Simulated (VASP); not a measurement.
Wanted: the native input for a VASP 6.6.1 run.

| Quantity | Value |
| --- | --- |
| Task | single point |
| Functional | PBEsol |
| Potentials or basis | VASP PAW PBE potentials, release 64 (Ti_sv, O) |
| Cutoff | 520 eV |
| k mesh | 12 × 12 × 8 |
| Occupations | gaussian, width 0.1 eV |
| Spin | no spin polarisation |
| Dipole correction | no |
| Further INCAR settings | ALGO = Normal; EDIFF = 1e-07; NBANDS = 52 |

The structure of Ti3O lies in POSCAR:

```
Ti3O
1.0
    5.0654945386      0.0000000000      0.0000000000
   -2.5327472693      4.3868469531      0.0000000000
    0.0000000000      0.0000000000      4.8458180462
Ti O
6 2
Direct
    0.0000000000      0.6708131062      0.7500000000
    0.0000000000      0.3291868938      0.2500000000
    0.6708131062      0.0000000000      0.7500000000
    0.6708131062      0.6708131062      0.2500000000
    0.3291868938      0.3291868938      0.7500000000
    0.3291868938      0.0000000000      0.2500000000
    0.0000000000      0.0000000000      0.5000000000
    0.0000000000      0.0000000000      0.0000000000
```

The input as run:

INCAR

```
PREC = Accurate
ENCUT = 520
EDIFF = 1E-7
ISMEAR = 0
SIGMA = 0.1
LREAL = False
LASPH = True
NELM = 80
ALGO = Normal
ISIF = 2
LWAVE = False
LCHARG = False
GGA = PS
NBANDS = 52
```

KPOINTS

```
regular mesh
0
Gamma
  12 12 8
```

Potentials or basis: VASP PAW PBE potentials, release 64 (Ti_sv, O).

Launch:

```console
$ cat potpaw_PBE.64/Ti_sv/POTCAR potpaw_PBE.64/O/POTCAR > POTCAR
$ mpirun -np 1 vasp_std > vasp.out
```

Results of the run:

```yaml
Pressure: 0.3 GPa
Largest_force: 0.058 eV/Å
Band_gap_on_the_k_mesh: zero (band 42 reaches 9.54 eV, above the bottom of band 43 at 8.84 eV)
```

Caveat: the PAW data sets were made with another functional, which shifts forces and pressure a little.

Run time: 18 min on 1 thread of Oxide Virtual Turin-like Processor (shared host), peak memory 0.45 GiB.
